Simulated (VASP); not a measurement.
Set up this calculation in VASP 6.6.1, as the native input.

```yaml
Task: single point
Functional: PBE
Potentials_or_basis: VASP PAW PBE potentials, release 64 (Mg)
Cutoff: 520 eV
k_mesh: 20 × 20 × 20
Occupations: gaussian, width 0.15 eV
Spin: no spin polarisation
Dipole_correction: no
Further_INCAR_settings: ALGO = Normal; EDIFF = 1e-06; NBANDS = 7
```

The structure of Mg lies in POSCAR:

```
Mg
1.0
   -1.8941571091      1.8941571091      1.5583230537
    1.8941571091     -1.8941571091      1.5583230537
    1.8941571091      1.8941571091     -1.5583230537
Mg
1
Direct
    0.0000000000      0.0000000000      0.0000000000
```

This cell differs from its parent crystal: volume 22.364 Å^3 an atom, c/a of the conventional cell 0.8227.

These files were run (other wordings do the same):

INCAR

```
  ALGO = Normal
  EDIFF = 1E-6
  ENCUT = 520
  GGA = PE
  ISIF = 2
  ISMEAR = 0
  LASPH = T
  LCHARG = F
  LREAL = F
  LWAVE = F
  NBANDS = 7
  NELM = 100
  PREC = Accurate
  SIGMA = 0.15
```

KPOINTS

```
k-points
0
Gamma
  20 20 20
```

Potentials or basis: VASP PAW PBE potentials, release 64 (Mg).

Launch:

```bash
$ cat potpaw_PBE.64/Mg/POTCAR > POTCAR
$ mpirun -np 1 vasp_std > vasp.out
```

Results of the run:

```yaml
Pressure: 1.4 GPa
Band_gap_on_the_k_mesh: zero (band 1 reaches 5.43 eV, above the bottom of band 2 at 0.97 eV)
```

Run time: 21 s on 1 thread of Intel(R) Xeon(R) 6975P-C (Granite Rapids), on a shared host, peak memory 0.21 GiB.
